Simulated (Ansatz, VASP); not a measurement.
Two plane-wave programs on MnO

INCAR

```
SYSTEM = MnO
PREC = Accurate
ENCUT = 520
EDIFF = 1E-7
ISMEAR = -1
SIGMA = 0.05
LREAL = .False.
LASPH = .True.
NELM = 150
ALGO = Normal
ISIF = 2
LWAVE = .False.
LCHARG = .False.
LMAXMIX = 4
LDAU = .True.
LDAUTYPE = 2
LDAUL = 2 -1
LDAUU = 4 0
LDAUJ = 0 0
LDAUPRINT = 1
GGA = PE
NBANDS = 27
```

The input KPOINTS:

```
regular mesh
0
Gamma
  4 8 8
  0 0 0
```

File POSCAR:

```
MnO
1.0
    0.0000000000      4.4460000000      4.4460000000
    2.2230000000      0.0000000000      2.2230000000
    2.2230000000      2.2230000000      0.0000000000
Mn O
2 2
Direct
    0.0000000000      0.0000000000      0.0000000000
    0.5000000000      0.0000000000      0.0000000000
    0.2500000000      0.5000000000      0.5000000000
    0.7500000000      0.5000000000      0.5000000000
```

Input for Ansatz:

```yaml
crystal:
  lattice:
    - [0.0, 4.446, 4.446]
    - [2.223, 0.0, 2.223]
    - [2.223, 2.223, 0.0]
  atoms:
    - { symbol: Mn, position: [0.0, 0.0, 0.0] }
    - { symbol: O, position: [0.25, 0.5, 0.5] }
    - { symbol: Mn, position: [0.5, 0.0, 0.0] }
    - { symbol: O, position: [0.75, 0.5, 0.5] }
  symmetry: { tolerance: 0.0003 }
hamiltonian:
  xc: pbe
  pseudopotentials: { kind: paw, azcp: { folder: soft_1 } }
  hubbard: { sites: [{ species: Mn, l: d, u_eff: 4.0 }] }
basis:
  ecutwfc: 420
magnetization:
  spin_polarized: false
scf:
  occupations: { method: fermi_dirac, width: 0.05 }
kpoints:
  mp_grid: { grid: [4, 8, 8], shift: [0, 0, 0] }
output:
  forces: true
  stress: true
  eigenvalues: true
```

Alike in both runs: task single point; functional PBE; k mesh 4 × 8 × 8; occupations fermi-dirac, width 0.05 eV; no spin polarisation; Hubbard terms Mn d U = 4.0 eV.

```csv
,VASP,Ansatz
version,VASP 6.6.1,Ansatz 0.2.0
potentials or method,"VASP PAW PBE potentials, release 64 (Mn_pv, O), cutoff 520 eV",PAW plane waves
valence electrons in the cell,38,42
```

|  | VASP | Ansatz | Ansatz less VASP |
| --- | --- | --- | --- |
| pressure (GPa) | -26.4 | -27.2 | -0.84 |

The programs project onto different local orbitals, so the same U acts differently, and such runs can settle in different states. VASP's potentials hold 38 valence electrons a cell and Ansatz's 42, so a difference there can come from the potentials and not from the codes. Ansatz's warnings: filled band counts differ across k points.
